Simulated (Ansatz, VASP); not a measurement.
## Two plane-wave programs on Ni

```
CELL_PARAMETERS angstrom
0.00000 1.73916 1.73916
1.73916 0.00000 1.73916
1.73916 1.73916 0.00000
ATOMIC_POSITIONS crystal
Ni 0.00000 0.00000 0.00000
```

Alike in both runs: functional r2SCAN; k mesh 25 × 25 × 25; occupations fermi-dirac, width 0.05 eV; collinear spin.

Ansatz relaxed the structure, and its values are those at the end. VASP's run is a single point on that final structure, the one shown.

|  | VASP | Ansatz |
| --- | --- | --- |
| version | VASP 6.6.1 | Ansatz 0.2.0 |
| potentials or method | VASP PAW PBE potentials, release 64 (Ni) | PAW with Ansatz's default frozen-core files, scalar-relativistic |
| plane-wave cutoff (eV) | 520 | 500 |
| valence electrons in the cell | 10 | 18 |

Ansatz gave:

| Property | Result |
| --- | --- |
| pressure (GPa) | 0.0 |
| net moment per atom (μB) | 0.74 |
| size of the moment on the site where the two differ most (μB) | 0.81 |

**Question.** Which values does VASP return?

**Answer.** Pressure (GPa): 0.5; net moment per atom (μB): 0.73; size of the moment on the site where the two differ most (μB): 0.74.

VASP's potentials were made for PBE, not for r2SCAN. Site moments also hang on the region over which each program counts them. The functional is the same, so the differences come from potentials, cutoffs and numerics. VASP's potentials hold 10 valence electrons a cell and Ansatz's 18, so a difference there can come from the potentials and not from the codes.
